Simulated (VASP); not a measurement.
A run of VASP 6.6.1 is set up as follows.

The input INCAR:

```
SYSTEM = Ag
PREC = Accurate ; ENCUT = 520
EDIFF = 1E-6 ; ISMEAR = -1
SIGMA = 0.05 ; LREAL = .False.
LASPH = .True. ; NELM = 60
ALGO = Normal ; ISIF = 2
LWAVE = .False. ; LCHARG = .False.
GGA = PE ; NBANDS = 18
```

KPOINTS

```
regular mesh
0
Gamma
  18 18 10
  0 0 0
```

File POSCAR:

```
Ag
1.0
    2.9300000000      0.0000000000      0.0000000000
   -1.4650000000      2.5374544331      0.0000000000
    0.0000000000      0.0000000000      4.7900000000
Ag
2
Direct
    0.3333333333      0.6666666667      0.2500000000
    0.6666666667      0.3333333333      0.7500000000
```

Potentials or basis: VASP PAW PBE potentials, release 64 (Ag).

Run with:

```console
$ cat potpaw_PBE.64/Ag/POTCAR > POTCAR
$ mpirun -np 1 vasp_std > vasp.out
```

**Question.** Estimate the pressure.

**Answer.** 0.3 GPa.

**Question.** Predict the band gap on the k mesh.

**Answer.** Zero (bands 11 and 12 overlap by 7.36 eV).

Stress tensor (GPa, compression positive):
```
0.28 0.00 0.00
0.00 0.28 0.00
0.00 0.00 0.35
```
